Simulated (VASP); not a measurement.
Here is a VASP 6.6.1 calculation.

Contents of INCAR:

```
SYSTEM = ZnS
  ALGO = Normal
  EDIFF = 1E-6
  ENCUT = 520
  GGA = PE
  ISIF = 2
  ISMEAR = -1
  LASPH = .True.
  LCHARG = .False.
  LREAL = .False.
  LWAVE = .False.
  NBANDS = 16
  NELM = 60
  PREC = Accurate
  SIGMA = 0.1
```

The input KPOINTS:

```
k-points
0
Gamma
  15 15 15
  0 0 0
```

File POSCAR:

```
ZnS
1.0
    2.9682601790      0.0000000000      0.0000000000
    0.0000000000      2.9682601790      0.0000000000
    0.0000000000      0.0000000000      2.9682601790
Zn S
1 1
Direct
    0.0000000000      0.0000000000      0.0000000000
    0.5000000000      0.5000000000      0.5000000000
```

Potentials or basis: VASP PAW PBE potentials, release 64 (Zn, S).

Run with:

```console
$ cat potpaw_PBE.64/Zn/POTCAR potpaw_PBE.64/S/POTCAR > POTCAR
$ mpirun -np 1 vasp_std > vasp.out
```

**Question.** Estimate the pressure.

**Answer.** 27.9 GPa.

**Question.** Estimate the band gap on the k mesh.

**Answer.** Zero (band 9 reaches 7.66 eV, above the bottom of band 10 at 6.09 eV).
